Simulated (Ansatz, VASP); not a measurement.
Two plane-wave programs on Sn

```
Sn
1.0
     0.00000    3.23334    3.23334
     3.23334    0.00000    3.23334
     3.23334    3.23334    0.00000
Sn
2
Direct
  0.00000 0.00000 0.00000
  0.25000 0.25000 0.25000
```

Alike in both runs: task relaxation of cell and atoms; functional PBEsol; k mesh 12 × 12 × 12; occupations gaussian, width 0.1 eV; no spin polarisation.

```csv
,VASP,Ansatz
version,VASP 6.6.1,Ansatz 0.2.0
potentials or method,"VASP PAW PBE potentials, release 64 (Sn_d), cutoff 600 eV","scalar-relativistic, plane waves, PAW"
valence electrons in the cell,28,28
```

Ansatz gave:

- gap on the k mesh at the Fermi level, each at its own relaxed structure (eV): none
- relaxed volume (Å³/atom): 34.97
- relaxed length of the cell vector where the two differ most in proportion (Å): 4.625

What did VASP give for the same quantities?

gap on the k mesh at the Fermi level, each at its own relaxed structure (eV): none; relaxed volume (Å³/atom): 34.94; relaxed length of the cell vector where the two differ most in proportion (Å): 4.623.

VASP's potentials were made for PBE, not for PBEsol. A gap of «none» marks a metal or a gap that the smearing closes.
